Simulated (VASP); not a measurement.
Set up this calculation in VASP 6.6.1, as the native input.

| Quantity | Value |
| --- | --- |
| Task | single point |
| Functional | LDA |
| Potentials or basis | VASP PAW LDA potentials, release 64 (Ge_d) |
| Cutoff | 520 eV |
| k mesh | 12 × 12 × 12 |
| Occupations | gaussian, width 0.05 eV |
| Spin | no spin polarisation |
| Dipole correction | no |
| Further INCAR settings | ALGO = Normal; EDIFF = 1e-06; NBANDS = 21 |

The structure of Ge lies in POSCAR:

```
Ge
1.0
    0.0000000000      2.8108713451      2.8108713451
    2.8108713451      0.0000000000      2.8108713451
    2.8108713451      2.8108713451      0.0000000000
Ge
2
Direct
    0.0000000000      0.0000000000      0.0000000000
    0.2500000000      0.2500000000      0.2500000000
```

One way to write it, as run:

INCAR

```
SYSTEM = Ge
  ALGO = Normal
  EDIFF = 1E-6
  ENCUT = 520
  GGA = CA
  ISIF = 2
  ISMEAR = 0
  LASPH = .TRUE.
  LCHARG = .FALSE.
  LREAL = .FALSE.
  LWAVE = .FALSE.
  NBANDS = 21
  NELM = 100
  PREC = Accurate
  SIGMA = 0.05
```

KPOINTS

```
k-points
0
G
  12 12 12
  0 0 0
```

Potentials or basis: VASP PAW LDA potentials, release 64 (Ge_d).

The run is started by

```sh
$ cat potpaw_LDA.64/Ge_d/POTCAR > POTCAR
$ mpirun -np 1 vasp_std > vasp.out
```

It gave:

The pressure is 0.2 GPa. The band gap on the k mesh is 0.03 eV.

Wall time 56 s on 1 thread of Intel(R) Xeon(R) Platinum 8488C (Sapphire Rapids), on a shared host, peak memory 0.18 GiB.
